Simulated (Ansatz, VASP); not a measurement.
Ti3Al2 in VASP and in Ansatz

The input INCAR:

```
SYSTEM = Ti3Al2
ALGO     = Fast           ! electronic algorithm
EDIFF    = 1E-6           ! SCF threshold, eV
EDIFFG   = -0.01          ! ionic threshold
ENCUT    = 600            ! plane-wave cutoff, eV
GGA      = PE             ! functional
IBRION   = 2              ! ionic algorithm
ISIF     = 3              ! what is computed and relaxed
ISMEAR   = 0              ! smearing method
LASPH    = .True.         ! aspherical terms in the spheres
LCHARG   = .False.        ! write CHGCAR
LREAL    = .False.        ! projectors in reciprocal space
LWAVE    = .False.        ! write WAVECAR
NELM     = 60             ! most SCF steps
NSW      = 100            ! ionic steps
PREC     = Accurate       ! precision mode
SIGMA    = 0.1            ! smearing width, eV
```

The input KPOINTS:

```
k-points
0
Gamma
  8 8 8
  0 0 0
```

The input POSCAR:

```
Ti3Al2
1.0
    4.6778207443      0.0000000000      0.0000000000
    0.0000000000      4.6778207443      0.0000000000
    0.0000000000      0.0000000000      4.6778207443
Ti Al
3 2
Direct
    0.5000000000      0.0000000000      0.0000000000
    0.0000000000      0.5000000000      0.0000000000
    0.0000000000      0.0000000000      0.5000000000
    0.5000000000      0.5000000000      0.5000000000
    0.0000000000      0.0000000000      0.0000000000
```

Input for Ansatz:

```yaml
crystal:
  lattice:
    - [4.6778207443, 0.0, 0.0]
    - [0.0, 4.6778207443, 0.0]
    - [0.0, 0.0, 4.6778207443]
  atoms:
    - { symbol: Ti, position: [0.5, 0.0, 0.0] }
    - { symbol: Ti, position: [0.0, 0.5, 0.0] }
    - { symbol: Ti, position: [0.0, 0.0, 0.5] }
    - { symbol: Al, position: [0.5, 0.5, 0.5] }
    - { symbol: Al, position: [0.0, 0.0, 0.0] }
basis:
  ecutwfc: 420
kpoints:
  mp_grid: { grid: [8, 8, 8] }
hamiltonian:
  xc: pbe
scf:
  occupations: { method: gaussian, width: 0.1 }
output:
  forces: true
  stress: true
  eigenvalues: true
  write_density: true
  write_potential: true
  elf: true
  volumetric_format: npy
relax:
  adjacent_minimum: "off"
  f_tol: 0.01
  max_steps: 80
  cell: { stress_tol: 0.05 }
```

Alike in both runs: task relaxation of cell and atoms; functional PBE; k mesh 8 × 8 × 8; occupations gaussian, width 0.1 eV; no spin polarisation.

```csv
,VASP,Ansatz
version,VASP 6.6.1,Ansatz 0.2.0
potentials or method,"VASP PAW PBE potentials, release 64 (Ti_sv, Al), cutoff 600 eV","scalar-relativistic, plane waves, PAW"
valence electrons in the cell,42,42
```

VASP gave:

| Property | Result |
| --- | --- |
| gap on the k mesh at the Fermi level, each at its own relaxed structure (eV) | none |
| relaxed volume (Å³/atom) | 20.50 |
| relaxed cell length with the largest relative difference (Å) | 4.680 |

Question: What did Ansatz give for the same quantities?

Answer: gap on the k mesh at the Fermi level, each at its own relaxed structure (eV): none; relaxed volume (Å³/atom): 20.49; relaxed cell length with the largest relative difference (Å): 4.679.

A gap of «none» marks a metal or a gap that the smearing closes.
